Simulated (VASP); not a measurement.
Wanted: the native input for a VASP 6.6.1 run.

| Item | Value |
| --- | --- |
| Task | single point |
| Functional | RPBE |
| Potentials or basis | VASP PAW PBE potentials, release 64 (Mn_pv, S) |
| Cutoff | 520 eV |
| k mesh | 9 × 9 × 9 |
| Occupations | methfessel-paxton, width 0.01 eV |
| Spin | collinear spin, ferromagnetic start |
| Starting moments | [5.2, 0.0] μB |
| Dipole correction | no |
| Further INCAR settings | ALGO = Normal; EDIFF = 1e-06; NBANDS = 20 |

The structure of MnS lies in POSCAR:

```
MnS
1.0
    3.6833190000      0.0000000000      0.0000000000
    1.8416595000      3.1898478242      0.0000000000
    1.8416595000      1.0632826081      3.0074173700
Mn S
1 1
Direct
    0.0000000000      0.0000000000      0.0000000000
    0.5000000000      0.5000000000      0.5000000000
```

One way to write it, as run:

INCAR

```
SYSTEM = MnS
PREC = Accurate
ENCUT = 520
EDIFF = 1E-6
ISMEAR = 1
SIGMA = 0.01
LREAL = .False.
LASPH = .True.
NELM = 150
ALGO = Normal
ISIF = 2
LWAVE = .False.
LCHARG = .True.
ISPIN = 2
MAGMOM = 5.2 0
LORBIT = 11
LMAXMIX = 4
GGA = RP
LELF = .True.
LVHAR = .True.
NBANDS = 20
```

KPOINTS

```
Automatic mesh
0
Gamma
  9 9 9
  0 0 0
```

Potentials or basis: VASP PAW PBE potentials, release 64 (Mn_pv, S).

The run is started by

```sh
$ cat potpaw_PBE.64/Mn_pv/POTCAR potpaw_PBE.64/S/POTCAR > POTCAR
$ mpirun -np 1 vasp_std > vasp.out
```

Results of the run:

```
Pressure                                              : 0.8 GPa
Net moment                                            : 4.79 μB per cell
Site moments                                          : Mn +4.32; S +0.11 μB
Valence electrons inside the program's atomic spheres : Mn 11.29; S 3.75
```

Caveat: the PAW data sets were made with another functional, which shifts forces and pressure a little; a cell with one magnetic atom can't hold antiferromagnetic order, which such compounds often take.

Run time: 22 s on 1 thread of Intel(R) Xeon(R) 6975P-C (Granite Rapids), with other jobs on the host, peak memory 0.18 GiB.
